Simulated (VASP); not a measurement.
Write the native input for VASP 6.6.1 that does the following.

```yaml
Task: single point
Functional: PBE
Potentials_or_basis: VASP PAW PBE potentials, release 64 (Pt, S)
Cutoff: 520 eV
k_mesh: 22 × 22 × 22
Occupations: gaussian, width 0.1 eV
Spin: no spin polarisation
Dipole_correction: no
Further_INCAR_settings: ALGO = Normal; EDIFF = 1e-06; NBANDS = 20
```

The structure of Pt2S lies in POSCAR:

```
Pt2S
1.0
   -1.5150398533      1.5150398533      4.9838819414
    1.5150398533     -1.5150398533      4.9838819414
    1.5150398533      1.5150398533     -4.9838819414
Pt S
2 1
Direct
    0.6541802436      0.6541802436      0.0000000000
    0.3458197564      0.3458197564      0.0000000000
    0.0000000000      0.0000000000      0.0000000000
```

The input as run:

INCAR

```
SYSTEM = Pt2S
PREC     = Accurate       ! precision mode
ENCUT    = 520            ! plane-wave cutoff, eV
EDIFF    = 1E-6           ! SCF threshold, eV
ISMEAR   = 0              ! smearing method
SIGMA    = 0.1            ! smearing width, eV
LREAL    = .FALSE.        ! projectors in reciprocal space
LASPH    = .TRUE.         ! aspherical terms in the spheres
NELM     = 60             ! most SCF steps
ALGO     = Normal         ! electronic algorithm
ISIF     = 2              ! what is computed and relaxed
LWAVE    = .FALSE.        ! write WAVECAR
LCHARG   = .TRUE.         ! write CHGCAR
GGA      = PE             ! functional
LELF     = .TRUE.         ! ELF
LVHAR    = .TRUE.       
NBANDS   = 20             ! bands
```

KPOINTS

```
Automatic mesh
0
G
  22 22 22
  0 0 0
```

Potentials or basis: VASP PAW PBE potentials, release 64 (Pt, S).

The run is started by

```console
$ cat potpaw_PBE.64/Pt/POTCAR potpaw_PBE.64/S/POTCAR > POTCAR
$ mpirun -np 1 vasp_std > vasp.out
```

Results of the run:

```yaml
Pressure: -0.3 GPa
Largest_force: 0.005 eV/Å
Band_gap_on_the_k_mesh: zero (bands 13 and 14 overlap by 1.82 eV)
```

Caveat: spin-orbit coupling is left out, which moves the levels of the heavy elements.

It took 9.4 min on 1 thread of Intel(R) Xeon(R) 6975P-C (Granite Rapids), on a shared host, peak memory 0.8 GiB.
